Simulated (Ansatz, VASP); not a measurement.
**Si: VASP beside Ansatz**

INCAR

```
SYSTEM = Si
PREC     = Accurate       ! precision mode
ENCUT    = 520            ! plane-wave cutoff, eV
EDIFF    = 1E-6           ! SCF threshold, eV
ISMEAR   = -1             ! smearing method
SIGMA    = 0.025          ! smearing width, eV
LREAL    = .False.        ! projectors in reciprocal space
LASPH    = .True.         ! aspherical terms in the spheres
NELM     = 80             ! most SCF steps
ALGO     = Normal         ! electronic algorithm
ISIF     = 2              ! what is computed and relaxed
LWAVE    = .False.        ! write WAVECAR
LCHARG   = .False.        ! write CHGCAR
LDIPOL   = .True.       
IDIPOL   = 3            
DIPOL    = 0.5 0.5 0.500
GGA      = PE             ! functional
NBANDS   = 26             ! bands
```

File KPOINTS:

```
regular mesh
0
Gamma
  9 9 1
  0 0 0
```

Contents of POSCAR:

```
Si
1.0
    3.8512806415      0.0000000000      0.0000000000
   -1.9256403208      3.3353068727      0.0000000000
    0.0000000000      0.0000000000     25.3486477651
Si
8
Direct
    0.6666666667      0.3333333333      0.2958737708
    0.3333333333      0.6666666667      0.3274775758
    0.3333333333      0.6666666667      0.4214233220
    0.6666666667      0.3333333333      0.4530271269
    0.6666666667      0.3333333333      0.5469728731
    0.3333333333      0.6666666667      0.5785766780
    0.3333333333      0.6666666667      0.6725224242
    0.6666666667      0.3333333333      0.7041262292
```

Input for Ansatz:

```yaml
crystal:
  lattice:
    - [3.8512806415, 0.0, 0.0]
    - [-1.9256403208, 3.3353068727, 0.0]
    - [0.0, 0.0, 25.3486477651]
  atoms:
    - { symbol: Si, position: [0.6666666667, 0.3333333333, 0.2958737708] }
    - { symbol: Si, position: [0.3333333333, 0.6666666667, 0.3274775758] }
    - { symbol: Si, position: [0.3333333333, 0.6666666667, 0.421423322] }
    - { symbol: Si, position: [0.6666666667, 0.3333333333, 0.4530271269] }
    - { symbol: Si, position: [0.6666666667, 0.3333333333, 0.5469728731] }
    - { symbol: Si, position: [0.3333333333, 0.6666666667, 0.578576678] }
    - { symbol: Si, position: [0.3333333333, 0.6666666667, 0.6725224242] }
    - { symbol: Si, position: [0.6666666667, 0.3333333333, 0.7041262292] }
basis:
  ecutwfc: 420
kpoints:
  mp_grid: { grid: [9, 9, 1] }
hamiltonian:
  xc: pbe
scf:
  occupations: { method: fermi_dirac, width: 0.025 }
output:
  forces: true
  stress: true
  eigenvalues: true
efield:
  axis: 3
  dipole_correction: true
  ramp_width: 0.04
```

Alike in both runs: task single point; functional PBE; k mesh 9 × 9 × 1; occupations fermi-dirac, width 0.025 eV; no spin polarisation.

```csv
,VASP,Ansatz
version,VASP 6.6.1,Ansatz 0.2.0
potentials or method,"VASP PAW PBE potentials, release 64 (Si), cutoff 520 eV","scalar-relativistic, plane waves, PAW"
valence electrons in the cell,32,32
```

|  | VASP | Ansatz | Ansatz less VASP |
| --- | --- | --- | --- |
| gap on the k mesh at the Fermi level (eV) | none | none | - |
| rms of the force components (eV/Å) | 0.277 | 0.276 | -0.0016 |

Atom by atom the forces differ by 0.003 eV/Å (rms over components). A gap of «none» marks a metal or a gap that the smearing closes. With one functional, cell and mesh, what is left measures potentials, basis and numerics.
